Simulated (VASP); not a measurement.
# SiP7 (P6/mmm) in VASP: further runs, part 2 of 2

VASP 6.6.1.

## (3) Single point, PBE

This run uses another cell than the first one, of 22.88 Å³/atom, 1.446 times its volume.

INCAR reads:

```
SYSTEM = SiP7
PREC = Accurate
ENCUT = 500
EDIFF = 1E-6
ISMEAR = 0
SIGMA = 0.2
LREAL = .FALSE.
LASPH = .TRUE.
NELM = 120
ALGO = Normal
ISIF = 2
LWAVE = .FALSE.
LCHARG = .TRUE.
GGA = PE
LELF = .TRUE.
LVHAR = .TRUE.
NBANDS = 30
GGA_COMPAT = .FALSE.
```

KPOINTS reads:

```
regular mesh
0
G
  3 3 3
  0 0 0
```

POSCAR reads:

```
SiP7
1.0
    6.6589329788     -0.0000000032      0.0000000000
   -3.3294664866      5.7668051233      0.0000000000
    0.0000000000      0.0000000000      4.7671994815
Si P
1 7
Direct
    0.0000000000      0.0000000000      0.0000000000
    0.7837344935      0.2162655065      0.5000000000
    0.7837344935      0.5674689870      0.5000000000
    0.4325310130      0.2162655065      0.5000000000
    0.2162655065      0.7837344935      0.5000000000
    0.2162655065      0.4325310130      0.5000000000
    0.5674689870      0.7837344935      0.5000000000
    0.0000000000      0.0000000000      0.5000000000
```

Potentials or basis: VASP PAW PBE potentials, release 64 (Si, P).

Launch:

```bash
cat potpaw_PBE.64/Si/POTCAR potpaw_PBE.64/P/POTCAR > POTCAR
mpirun -np 1 vasp_std > vasp.out
```

OUTCAR:

```text
SYSTEM = SiP7
   PREC = Accurate
   ENCUT = 500
   EDIFF = 1E-6
   ISMEAR = 0
   LREAL = .FALSE.
   LASPH = .TRUE.
   NELM = 120
   ISIF = 2
   GGA = PE

 ion  position               nearest neighbor table
   1  0.000  0.000  0.000-   8 2.38   8 2.38
   2  0.784  0.216  0.500-   3 2.34   4 2.34   7 2.49   8 2.49   6 2.49
   3  0.784  0.567  0.500-   2 2.34   4 2.34   8 2.49   7 2.49   5 2.49
   4  0.433  0.216  0.500-   3 2.34   2 2.34   5 2.49   6 2.49   8 2.49
   5  0.216  0.784  0.500-   6 2.34   7 2.34   4 2.49   8 2.49   3 2.49
   6  0.216  0.433  0.500-   5 2.34   7 2.34   8 2.49   4 2.49   2 2.49
   7  0.567  0.784  0.500-   6 2.34   5 2.34   2 2.49   3 2.49   8 2.49
   8  0.000  0.000  0.500-   1 2.38   1 2.38   6 2.49   3 2.49   2 2.49   5 2.49   7 2.49   4 2.49

  LATTYP: Found a hexagonal cell.
 ALAT       =     6.6589329788
 C/A-ratio  =     0.7159104164

  Lattice vectors:

 A1 = (   6.6589329788,  -0.0000000032,   0.0000000000)
 A2 = (  -3.3294664866,   5.7668051233,   0.0000000000)
 A3 = (   0.0000000000,   0.0000000000,   4.7671994815)

Analysis of symmetry for initial positions (statically):
=====================================================================
 Subroutine PRICEL returns:
 Original cell was already a primitive cell.

 Routine SETGRP: Setting up the symmetry group for a
 hexagonal supercell.

 Subroutine GETGRP returns: Found 24 space group operations
 (whereof 24 operations were pure point group operations)
 out of a pool of 24 trial point group operations.

The static configuration has the point symmetry D_6h.

Analysis of symmetry for dynamics (positions and initial velocities):
=====================================================================
 Subroutine PRICEL returns:
 Original cell was already a primitive cell.

 Routine SETGRP: Setting up the symmetry group for a
 hexagonal supercell.
[... 121 lines left out ...]
  Thomas-Fermi vector in A             =   2.108474
   LORBIT       =      0    0 simple, 1 ext, 2 COOP (PROOUT), +10 PAW based schemes
   GGA     = PE    functional components
   LHFCALC =     F    Hartree Fock is set to
   AEXX    =    0.0000 exact exchange contribution
   IVDW    =     0    specifies the selected vdW correction
   LEPSILON=     F    determine dielectric tensor
   LRPA    =     F    only Hartree local field effects (RPA)
 non-spin polarized calculation
 Gauss-broadening in eV      SIGMA  =   0.20
  energy-cutoff  :      500.00
  volume of cell :      183.06
 maximum number of plane-waves:      4686
 NGX is ok and might be reduce to    50
   NGX = 25   NGY = 25   NGZ = 17

 number of electron      38.9999998 magnetization

 Free energy of the ion-electron system (eV)
  ---------------------------------------------------
  ext. energy  EPLUGINS =         0.00000000
  ---------------------------------------------------
  free energy    TOTEN  =       -36.19613085 eV

  energy without entropy =      -36.11496878  energy(sigma->0) =      -36.15554981

 E-fermi :   4.2182     XC(G=0):  -8.7464

 val. band max:        4.1621976787   @ k =   0.3333   0.0000   0.3333
 cond. band min:       4.3727905405   @ k =   0.3333   0.3333   0.0000
 fundamental gap:      0.2105928617
 Fermi energy:         4.2181549218

 k-point     1 :       0.0000    0.0000    0.0000
  band No.  band energies     occupation
      1     -10.6933      2.00000
      2      -7.4608      2.00000
      3      -7.3375      2.00000
      4      -6.5089      2.00000
      5      -6.5089      2.00000
      6      -5.3951      2.00000
[... 187 lines left out ...]
     29       9.5459      0.00000
     30       9.7130      0.00000

------------------------ aborting loop because EDIFF is reached ----------------------------------------

  FORCE on cell =-STRESS in cart. coord.  units (eV):
  Direction    XX          YY          ZZ          XY          YZ          ZX
  --------------------------------------------------------------------------------------
  -------------------------------------------------------------------------------------
  Total        0.0288203      0.0288203      0.3179158      0.0000000      0.0000000      0.0000000
  in kB        0.2522354      0.2522354      2.7823997      0.0000000      0.0000000      0.0000000
  external PRESSURE =       1.0956235 kB  Pullay stress =       0.0000000 kB

 VOLUME and BASIS-vectors are now :
 -----------------------------------------------------------------------------
  energy-cutoff  :      500.00
  volume of cell :      183.06
      direct lattice vectors                 reciprocal lattice vectors
     6.658932979 -0.000000003  0.000000000     0.150174210  0.086703121  0.000000000
    -3.329466487  5.766805123  0.000000000     0.000000000  0.173406241  0.000000000
     0.000000000  0.000000000  4.767199481     0.000000000  0.000000000  0.209766762

 POSITION                                       TOTAL-FORCE (eV/Angst)
 -----------------------------------------------------------------------------------
      0.00000      0.00000      0.00000        -0.000000     -0.000000      0.000000
      4.49879      1.24716      2.38360        -0.016210      0.009359      0.000000
      3.32947      3.27248      2.38360        -0.000000     -0.018718     -0.000000
      2.16015      1.24716      2.38360         0.016210      0.009359      0.000000
     -1.16932      4.51964      2.38360         0.016210     -0.009359     -0.000000
      0.00000      2.49432      2.38360         0.000000      0.018718      0.000000
      1.16932      4.51964      2.38360        -0.016210     -0.009359     -0.000000
      0.00000      0.00000      2.38360        -0.000000     -0.000000      0.000000
 -----------------------------------------------------------------------------------
    total drift:                                0.000000     -0.000000     -0.000000

  FREE ENERGIE OF THE ION-ELECTRON SYSTEM (eV)
  ---------------------------------------------------
  free  energy   TOTEN  =       -36.1961308467 eV

  energy  without entropy=      -36.1149687759  energy(sigma->0) =      -36.15554981
```

It took 40 s on 1 thread of Intel Xeon Platinum 8488C (Sapphire Rapids), shared host; peak memory 0.27 GiB.

What came out:

| Item | Value |
| --- | --- |
| Free energy | -36.1961 eV |
| Pressure | 0.1 GPa |
| Largest force | 0.019 eV/Å |

Forces on the atoms (eV/Å):
```
Si   0.000  0.000  0.000
P   -0.016  0.009  0.000
P    0.000 -0.019  0.000
P    0.016  0.009  0.000
P    0.016 -0.009  0.000
P    0.000  0.019  0.000
P   -0.016 -0.009  0.000
P    0.000  0.000  0.000
```

Stress tensor (GPa, compression positive):
```
0.03 0.00 0.00
0.00 0.03 0.00
0.00 0.00 0.28
```

Caveat: the k points lie up to 0.44 Å⁻¹ apart.
